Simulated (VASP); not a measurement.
The system is CdSe4.

```
CELL_PARAMETERS angstrom
-4.03946 4.03946 2.34365
4.03946 -4.03946 2.34365
4.03946 4.03946 -2.34365
ATOMIC_POSITIONS crystal
Cd 0.00000 0.00000 0.00000
Se 0.27346 0.19851 0.47196
Se 0.72654 0.80149 0.52804
Se 0.80149 0.27346 0.07495
Se 0.19851 0.72654 0.92505
```

* Program: VASP 6.6.1
* Task: relaxation of cell and atoms
* Functional: PBE
* Potentials or basis: VASP PAW PBE potentials, release 64 (Cd, Se)
* Cutoff: 600 eV
* k mesh: 8 × 8 × 8
* Occupations: gaussian, width 0.1 eV
* Spin: no spin polarisation

At the start: pressure 0.5 GPa; volume 30.59 Å³/atom.

Q: Where does the relaxation end?

A: Over 11 steps the energy falls by 46.9 meV/atom and the volume is 30.53 Å³/atom (-0.2 %); space group I4/m (No. 87, to 0.05 Å).

Step by step:
```tsv
step	energy change (eV)	largest force (eV/Å)	pressure (GPa)	volume (Å³)
1	0.0000	0.9459	0.54	152.97
2	-0.1797	0.4187	-0.35	155.19
3	-0.2136	0.2053	-0.79	156.40
4	-0.2155	0.1879	-0.89	156.71
5	-0.2308	0.1297	0.25	152.49
6	-0.2310	0.1296	0.14	152.88
7	-0.2342	0.0238	0.03	152.52
8	-0.2342	0.0248	0.04	152.56
9	-0.2344	0.0091	-0.03	152.76
10	-0.2344	0.0048	-0.05	152.82
11	-0.2344	0.0074	0.00	152.67
```

Final structure:
```
CELL_PARAMETERS angstrom
-4.11512 4.11512 2.25390
4.11512 -4.11512 2.25390
4.11512 4.11512 -2.25390
ATOMIC_POSITIONS crystal
Cd 0.00000 0.00000 0.00000
Se 0.27829 0.18771 0.46599
Se 0.72171 0.81229 0.53401
Se 0.81229 0.27829 0.09058
Se 0.18771 0.72171 0.90942
```
